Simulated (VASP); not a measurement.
# Cu (I4/mmm) in VASP: notebook

The runs below take Cu through single point, with PBE.

All numbers are computed with VASP 6.6.1; they aren't measurements. Logs are shortened: lines on timing, memory, paths and dates and some standing lists are left out, and cuts for length are marked.

## Step 1: The cell of the first run

The structure is tetragonal, space group I4/mmm (No. 139). Conventional cell: a = 2.476 Å, b = 2.476 Å, c = 3.852 Å, α = 90.00°, β = 90.00°, γ = 90.00°. Cu (site symmetry 4/mmm) has 12 Cu at 2.48 to 2.60 Å within 3.3 Å.

## Step 2: Single point, PBE

The input, INCAR:

```
PREC     = Accurate       # precision mode
ENCUT    = 520            # plane-wave cutoff, eV
EDIFF    = 1E-7           # SCF threshold, eV
ISMEAR   = 0              # smearing method
SIGMA    = 0.15           # smearing width, eV
LREAL    = False          # projectors in reciprocal space
LASPH    = True           # aspherical terms in the spheres
NELM     = 60             # most SCF steps
ALGO     = Fast           # electronic algorithm
ISIF     = 2              # what is computed and relaxed
LWAVE    = False          # write WAVECAR
LCHARG   = False          # write CHGCAR
GGA      = PE             # functional
NBANDS   = 12             # bands
```

The input, KPOINTS:

```
Automatic mesh
0
Gamma
  24 24 24
```

The input, POSCAR:

```
Cu
1.0
    0.0000000000      1.7509782209      1.9260760430
    1.7509782209      0.0000000000      1.9260760430
    1.7509782209      1.7509782209      0.0000000000
Cu
1
Direct
    0.0000000000      0.0000000000      0.0000000000
```

Potentials or basis: VASP PAW PBE potentials, release 64 (Cu).

Started as:

```bash
$ cat potpaw_PBE.64/Cu/POTCAR > POTCAR
$ mpirun -np 1 vasp_std > vasp.out
```

OUTCAR:

```text
PREC = Accurate
   ENCUT = 520
   EDIFF = 1E-7
   ISMEAR = 0
   LREAL = False
   LASPH = True
   NELM = 60
   ISIF = 2
   GGA = PE

 ion  position               nearest neighbor table
   1  0.000  0.000  0.000-

  LATTYP: Found a body centered tetragonal cell.
 ALAT       =     2.4762571474
 C/A-ratio  =     1.5556349186

  Lattice vectors:

 A1 = (  -1.7509782209,   0.0000000000,   1.9260760430)
 A2 = (   1.7509782209,   0.0000000000,   1.9260760430)
 A3 = (   0.0000000000,   1.7509782209,  -1.9260760430)

Analysis of symmetry for initial positions (statically):
=====================================================================
 Subroutine PRICEL returns:
 Original cell was already a primitive cell.

 Routine SETGRP: Setting up the symmetry group for a
 body centered tetragonal supercell.

 Subroutine GETGRP returns: Found 16 space group operations
 (whereof 16 operations were pure point group operations)
 out of a pool of 16 trial point group operations.

The static configuration has the point symmetry D_4h.

Analysis of symmetry for dynamics (positions and initial velocities):
=====================================================================
 Subroutine PRICEL returns:
 Original cell was already a primitive cell.

 Routine SETGRP: Setting up the symmetry group for a
 body centered tetragonal supercell.

 Subroutine GETGRP returns: Found 16 space group operations
 (whereof 16 operations were pure point group operations)
 out of a pool of 16 trial point group operations.

The dynamic configuration has the point symmetry D_4h.

 Subroutine INISYM returns: Found 16 space group operations
 (whereof 16 operations are pure point group operations),
 and found     1 'primitive' translations

----------------------------------------------------------------------------------------

                                     Primitive cell

  volume of cell :      11.8104

  direct lattice vectors                    reciprocal lattice vectors
     0.000000000  1.750978221  1.926076043    -0.285554665  0.285554665  0.259595150
     1.750978221  0.000000000  1.926076043     0.285554665 -0.285554665  0.259595150
     1.750978221  1.750978221  0.000000000     0.285554665  0.285554665 -0.259595150

  length of vectors
     2.603016261  2.603016261  2.476257147     0.480075594  0.480075594  0.480075594

  position of ions in fractional coordinates (direct lattice)
     0.000000000  0.000000000  0.000000000

  ion indices of the primitive-cell ions
   primitive index   ion index
                 1           1

----------------------------------------------------------------------------------------

 KPOINTS: Automatic mesh

Automatic generation of k-mesh.
 Grid dimensions read from file:
 generate k-points for:   24   24   24

 Generating k-lattice:

  Cartesian coordinates                     Fractional coordinates (reciprocal lattice)
    -0.011898111  0.011898111  0.010816465     0.041666667  0.000000000  0.000000000
     0.011898111 -0.011898111  0.010816465     0.000000000  0.041666667  0.000000000
     0.011898111  0.011898111 -0.010816465     0.000000000  0.000000000  0.041666667

  Length of vectors
     0.020003150  0.020003150  0.020003150

  Shift w.r.t. Gamma in fractional coordinates (k-lattice)
     0.000000000  0.000000000  0.000000000

 Subroutine IBZKPT returns following result:
 ===========================================

 Found   1063 irreducible k-points:

 Following reciprocal coordinates:
            Coordinates               Weight
  0.000000  0.000000  0.000000      1.000000
  0.041667  0.000000  0.000000      8.000000
  0.083333  0.000000  0.000000      8.000000
  0.125000  0.000000  0.000000      8.000000
  0.166667  0.000000  0.000000      8.000000
  0.208333  0.000000  0.000000      8.000000
[... 16 lines left out ...]
  0.416667  0.041667  0.000000      8.000000
  0.458333  0.041667  0.000000      8.000000
 [... further k-points ...]
   k-points           NKPTS =   1063   k-points in BZ     NKDIM =   1063   number of bands    NBANDS=     12
   number of dos      NEDOS =    301   number of ions     NIONS =      1
   total plane-waves  NPLWV =   7200
   dimension x,y,z NGX =    20 NGY =   20 NGZ =   18
   dimension x,y,z NGXF=    40 NGYF=   40 NGZF=   36
   ions per type =               1
   NGX,Y,Z   is equivalent  to a cutoff of  12.77, 12.77, 12.08 a.u.
   NGXF,Y,Z  is equivalent  to a cutoff of  25.55, 25.55, 24.17 a.u.
 SYSTEM =  unknown system
   PREC   = accura    normal or accurate (medium, high low for compatibility)
   ISTART =      0    job   : 0-new  1-cont  2-samecut
   ICHARG =      2    charge: 1-file 2-atom 10-const
   ISPIN  =      1    spin polarized calculation?
   LNONCOLLINEAR =      F non collinear calculations
   LSORBIT =      F    spin-orbit coupling
   LASPH  =      T    aspherical Exc in radial PAW
   ENCUT  =  520.0 eV  38.22 Ry    6.18 a.u.   4.84  4.84  4.60*2*pi/ulx,y,z
   NELM   =     60;   NELMIN=  2; NELMDL= -5     # of ELM steps
   EDIFF  = 0.1E-06   stopping-criterion for ELM
   LREAL  =      F    real-space projection
   EDIFFG = 0.1E-05   stopping-criterion for IOM
   NSW    =      0    number of steps for IOM
   IBRION =     -1    ionic relax: 0-MD 1-quasi-New 2-CG
   NFREE  =      0    steps in history (QN), initial steepest desc. (CG)
   ISIF   =      2    stress and relaxation
   ISYM   =      2    0-nonsym 1-usesym 2-fastsym
   POTIM  = 0.5000    time-step for ionic-motion
   TEBEG  =    0.0;   TEEND  =   0.0 temperature during run
   PSTRESS=    0.0 pullay stress
   NELECT =      11.0000    total number of electrons
   NUPDOWN=      -1.0000    fix difference up-down
   EMIN   =  10.00;   EMAX   =-10.00  energy-range for DOS
   EFERMI =   0.00;   METHOD = LEGACY
   ISMEAR =     0;   SIGMA  =   0.15  broadening in eV -4-tet -1-fermi 0-gaus
   EFERMI_NEDOS =   21; number of points for ismear=-14 and -15
   IALGO  =     68    algorithm
   IMIX   =      4    mixing-type and parameters
     AMIX     =   0.40;   BMIX     =  1.00
     AMIX_MAG =   1.60;   BMIX_MAG =  1.00
  volume/ion in A,a.u.               =      11.81        79.70
  Fermi-wavevector in a.u.,A,eV,Ry     =   1.598763  3.021224 34.777078  2.556043
  Thomas-Fermi vector in A             =   2.696162
   LORBIT       =      0    0 simple, 1 ext, 2 COOP (PROOUT), +10 PAW based schemes
   GGA     = PE    functional components
   LHFCALC =     F    Hartree Fock is set to
   AEXX    =    0.0000 exact exchange contribution
   IVDW    =     0    specifies the selected vdW correction
   LEPSILON=     F    determine dielectric tensor
   LRPA    =     F    only Hartree local field effects (RPA)
 non-spin polarized calculation
 RMM-DIIS sequential band-by-band and
 Gauss-broadening in eV      SIGMA  =   0.15
  energy-cutoff  :      520.00
  volume of cell :       11.81
 maximum number of plane-waves:       338
   NGX =  9   NGY =  9   NGZ =  9

 number of electron      11.0000009 magnetization

 Free energy of the ion-electron system (eV)
  ---------------------------------------------------
  ext. energy  EPLUGINS =         0.00000000
  ---------------------------------------------------
  free energy    TOTEN  =        -3.71237257 eV

  energy without entropy =       -3.70907026  energy(sigma->0) =       -3.71072141

 E-fermi :   7.6174     XC(G=0): -12.7250

 val. band max:        7.6116877768   @ k =  -0.0833   0.3750   0.2917
 cond. band min:       7.6187107371   @ k =   0.4583   0.0000   0.2083
 fundamental gap:      0.0070229603
 Fermi energy:         7.6174012269

 k-point     1 :       0.0000    0.0000    0.0000
  band No.  band energies     occupation
      1      -1.7636      2.00000
      2       4.2416      2.00000
      3       4.7360      2.00000
      4       4.7360      2.00000
      5       5.1097      2.00000
      6       5.5980      2.00000
      7      30.3516      0.00000
      8      32.6798      0.00000
      9      33.0215      0.00000
     10      33.0215      0.00000
     11      35.3610      0.00000
     12      35.3610      0.00000

 k-point     2 :       0.0417    0.0000    0.0000
  band No.  band energies     occupation
      1      -1.6999      2.00000
      2       4.2492      2.00000
      3       4.7267      2.00000
      4       4.7475      2.00000
      5       5.1086      2.00000
      6       5.5899      2.00000
      7      30.0206      0.00000
      8      31.8991      0.00000
      9      32.5672      0.00000
     10      32.8327      0.00000
     11      35.6530      0.00000
     12      35.7573      0.00000

 k-point     3 :       0.0833    0.0000    0.0000
  band No.  band energies     occupation
      1      -1.5102      2.00000
      2       4.2676      2.00000
      3       4.7005      2.00000
      4       4.7801      2.00000
      5       5.1102      2.00000
      6       5.5675      2.00000
      7      28.5754      0.00000
      8      31.1292      0.00000
      9      32.0403      0.00000
     10      32.4368      0.00000
     11      35.8408      0.00000
     12      36.3550      0.00000
[... 286 lines left out ...]
 k-point    23 :       0.4167    0.0417    0.0000
  band No.  band energies     occupation
      1       2.2905      2.00000
      2       4.3117      2.00000
      3       4.8206      2.00000
      4       5.1979      2.00000
      5       5.8214      2.00000
      6       6.0317      2.00000
      7      13.6502      0.00000
      8      26.5904      0.00000
      9      30.0572      0.00000
     10      30.2448      0.00000
     11      31.9177      0.00000
     12      35.9260      0.00000

 k-point    24 :       0.4583    0.0417    0.0000
  band No.  band energies     occupation
      1       2.4710      2.00000
      2       4.2876      2.00000
      3       4.7871      2.00000
      4       5.6051      2.00000
      5       5.8581      2.00000
      6       6.4250      2.00000
      7      12.3080      0.00000
      8      26.1583      0.00000
      9      30.2469      0.00000
     10      30.3382      0.00000
     11      31.8349      0.00000
     12      35.2417      0.00000

 [... further k-points ...]
[... 5 lines left out ...]
  --------------------------------------------------------------------------------------
  -------------------------------------------------------------------------------------
  Total        0.4070346      0.4070346     -0.1618565      0.0000000      0.0000000      0.0000000
  in kB       55.2175267     55.2175267    -21.9571429      0.0000000      0.0000000      0.0000000
  external PRESSURE =      29.4926368 kB  Pullay stress =       0.0000000 kB

 VOLUME and BASIS-vectors are now :
 -----------------------------------------------------------------------------
  energy-cutoff  :      520.00
  volume of cell :       11.81
      direct lattice vectors                 reciprocal lattice vectors
     0.000000000  1.750978221  1.926076043    -0.285554665  0.285554665  0.259595150
     1.750978221  0.000000000  1.926076043     0.285554665 -0.285554665  0.259595150
     1.750978221  1.750978221  0.000000000     0.285554665  0.285554665 -0.259595150

 POSITION                                       TOTAL-FORCE (eV/Angst)
 -----------------------------------------------------------------------------------
      0.00000      0.00000      0.00000         0.000000      0.000000      0.000000
 -----------------------------------------------------------------------------------
    total drift:                                0.000000     -0.000000      0.000000

  FREE ENERGIE OF THE ION-ELECTRON SYSTEM (eV)
  ---------------------------------------------------
  free  energy   TOTEN  =        -3.7123725681 eV

  energy  without entropy=       -3.7090702611  energy(sigma->0) =       -3.71072141
```

Run time: 1.9 min. Hardware: 1 thread of Intel Xeon Platinum 8375C at 2.90GHz (Ice Lake), shared host; peak memory 0.25 GiB.

Results:

```
Free energy : -3.7124 eV
Pressure    : 2.9 GPa
```

Stress tensor (GPa, compression positive):
```
 5.52  0.00  0.00
 0.00  5.52  0.00
 0.00  0.00 -2.20
```

Levels at points of the mesh, in eV from the Fermi level:
| k point | band 2 | band 3 | band 4 | band 5 | band 6 | band 7 | band 8 | band 9 | band 10 | band 11 |
| --- | --- | --- | --- | --- | --- | --- | --- | --- | --- | --- |
| (0.00, 0.00, 0.00) | -3.38 | -2.88 | -2.88 | -2.51 | -2.02 | 22.73 | 25.06 | 25.40 | 25.40 | 27.74 |
| (0.50, 0.00, 0.00) | -3.32 | -2.87 | -1.75 | -1.60 | -1.01 | 3.77 | 18.98 | 22.79 | 23.44 | 23.70 |
| (0.50, 0.50, 0.00) | -4.44 | -1.66 | -1.56 | -1.56 | 0.23 | 5.48 | 14.60 | 14.60 | 18.85 | 21.68 |
| (0.50, 0.00, 0.50) | -4.43 | -1.73 | -1.70 | -1.36 | 2.18 | 7.94 | 12.30 | 12.53 | 17.01 | 19.62 |

## Step 3: Single point, PBE

This run uses another cell than the first one, of the same volume but with other edges.

The input, INCAR:

```
  ALGO = Fast
  EDIFF = 1E-7
  ENCUT = 520
  GGA = PE
  ISIF = 2
  ISMEAR = 0
  LASPH = True
  LCHARG = True
  LELF = True
  LREAL = False
  LVHAR = True
  LWAVE = False
  NBANDS = 12
  NELM = 60
  PREC = Accurate
  SIGMA = 0.15
```

The input, KPOINTS:

```
k-points
0
Gamma
  24 24 24
```

The input, POSCAR:

```
Cu
1.0
    0.0000000000      1.8322633512      1.7589728171
    1.8322633512      0.0000000000      1.7589728171
    1.8322633512      1.8322633512      0.0000000000
Cu
1
Direct
    0.0000000000      0.0000000000      0.0000000000
```

Potentials or basis: VASP PAW PBE potentials, release 64 (Cu).

Started as:

```bash
$ cat potpaw_PBE.64/Cu/POTCAR > POTCAR
$ mpirun -np 1 vasp_std > vasp.out
```

OUTCAR:

```text
EDIFF = 1E-7
   ENCUT = 520
   GGA = PE
   ISIF = 2
   ISMEAR = 0
   LASPH = True
   LREAL = False
   NELM = 60
   PREC = Accurate

 ion  position               nearest neighbor table
   1  0.000  0.000  0.000-

  LATTYP: Found a body centered tetragonal cell.
 ALAT       =     2.5912116811
 C/A-ratio  =     1.3576450198

  Lattice vectors:

 A1 = (   0.0000000000,  -1.8322633512,  -1.7589728171)
 A2 = (   0.0000000000,   1.8322633512,  -1.7589728171)
 A3 = (   1.8322633512,   0.0000000000,   1.7589728171)

Analysis of symmetry for initial positions (statically):
=====================================================================
 Subroutine PRICEL returns:
 Original cell was already a primitive cell.

 Routine SETGRP: Setting up the symmetry group for a
 body centered tetragonal supercell.

 Subroutine GETGRP returns: Found 16 space group operations
 (whereof 16 operations were pure point group operations)
 out of a pool of 16 trial point group operations.

The static configuration has the point symmetry D_4h.

Analysis of symmetry for dynamics (positions and initial velocities):
=====================================================================
[... 161 lines left out ...]
 fundamental gap:      0.0220435564
 Fermi energy:         7.6022365329

 k-point     1 :       0.0000    0.0000    0.0000
  band No.  band energies     occupation
      1      -1.7654      2.00000
      2       4.4990      2.00000
      3       4.4990      2.00000
      4       4.6879      2.00000
      5       5.2803      2.00000
      6       5.4710      2.00000
      7      30.2121      0.00000
      8      32.7847      0.00000
      9      32.7847      0.00000
     10      32.9566      0.00000
     11      35.2616      0.00000
     12      35.3788      0.00000
[... 331 lines left out ...]
 k-point    24 :       0.4583    0.0417    0.0000
  band No.  band energies     occupation
      1       2.4847      2.00000
      2       4.4626      2.00000
      3       4.6176      2.00000
      4       5.5162      2.00000
      5       5.9745      2.00000
      6       6.4767      2.00000
      7      12.1382      0.00000
      8      28.1599      0.00000
      9      28.2468      0.00000
     10      30.3696      0.00000
     11      33.1048      0.00000
     12      33.7781      0.00000

 [... further k-points ...]
[... 5 lines left out ...]
  --------------------------------------------------------------------------------------
  -------------------------------------------------------------------------------------
  Total        0.1267839      0.1267839      0.2835482      0.0000000     -0.0000000      0.0000000
  in kB       17.1992625     17.1992625     38.4656009      0.0000000     -0.0000000      0.0000000
  external PRESSURE =      24.2880420 kB  Pullay stress =       0.0000000 kB

 VOLUME and BASIS-vectors are now :
 -----------------------------------------------------------------------------
  energy-cutoff  :      520.00
  volume of cell :       11.81
      direct lattice vectors                 reciprocal lattice vectors
     0.000000000  1.832263351  1.758972817    -0.272886537  0.272886537  0.284256809
     1.832263351  0.000000000  1.758972817     0.272886537 -0.272886537  0.284256809
     1.832263351  1.832263351  0.000000000     0.272886537  0.272886537 -0.284256809

 POSITION                                       TOTAL-FORCE (eV/Angst)
 -----------------------------------------------------------------------------------
      0.00000      0.00000      0.00000         0.000000      0.000000      0.000000
 -----------------------------------------------------------------------------------
    total drift:                                0.000000      0.000000      0.000000

  FREE ENERGIE OF THE ION-ELECTRON SYSTEM (eV)
  ---------------------------------------------------
  free  energy   TOTEN  =        -3.7266404287 eV

  energy  without entropy=       -3.7237847809  energy(sigma->0) =       -3.72521260
```

Run time: 1.8 min. Hardware: 1 thread of Intel Xeon Platinum 8375C at 2.90GHz (Ice Lake), shared host; peak memory 0.25 GiB.

What came out:

```
Free energy : -3.7266 eV
Pressure    : 2.4 GPa
```

Levels at points of the mesh, in eV from the Fermi level:
| k point | band 4 | band 5 | band 6 | band 7 | band 8 | band 9 |
| --- | --- | --- | --- | --- | --- | --- |
| (0.00, 0.00, 0.00) | -2.91 | -2.32 | -2.13 | 22.61 | 25.18 | 25.18 |
| (0.50, 0.00, 0.00) | -1.70 | -1.61 | -1.01 | 3.75 | 20.74 | 21.40 |
| (0.50, 0.50, 0.00) | -1.50 | -1.50 | 2.09 | 7.83 | 12.43 | 12.43 |
| (0.50, 0.00, 0.50) | -1.58 | -1.46 | 1.20 | 6.74 | 13.38 | 13.44 |

(Part 1 of 2 ends here.)
